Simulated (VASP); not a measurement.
A run of VASP 6.6.1 is set up as follows.

INCAR

```
SYSTEM = Ru
PREC = Accurate ; ENCUT = 600
EDIFF = 1E-8 ; ISMEAR = -1
SIGMA = 0.05 ; LREAL = .FALSE.
LASPH = .TRUE. ; NELM = 100
ALGO = Normal ; ISIF = 3
LWAVE = .FALSE. ; LCHARG = .FALSE.
GGA = PS ; NBANDS = 21
IBRION = 6 ; NFREE = 2
POTIM = 0.015 ; NSW = 1
```

Contents of KPOINTS:

```
regular mesh
0
G
  10 10 6
  0 0 0
```

POSCAR

```
Ru
1.0
    2.7058000000      0.0000000000      0.0000000000
   -1.3529000000      2.3432915376      0.0000000000
    0.0000000000      0.0000000000      4.2819000000
Ru
2
Direct
    0.6666666667      0.3333333333      0.7500000000
    0.3333333333      0.6666666667      0.2500000000
```

Potentials or basis: VASP PAW PBE potentials, release 64 (Ru_pv).

The run is started by

```bash
$ cat potpaw_PBE.64/Ru_pv/POTCAR > POTCAR
$ mpirun -np 1 vasp_std > vasp.out
```

**Question.** Predict the Voigt bulk modulus.

**Answer.** 326 GPa.

**Question.** Predict the highest phonon frequency at Γ.

**Answer.** 234 cm⁻¹.

Phonon frequencies in cm⁻¹ (negative: imaginary):
```csv
q point,frequencies
"(0.000, 0.000, 0.000)",0 0 0 199 199 234
```

Caveat: the cell is under stress, which shifts elastic constants; the PAW data sets were made with another functional, which shifts forces and pressure a little.
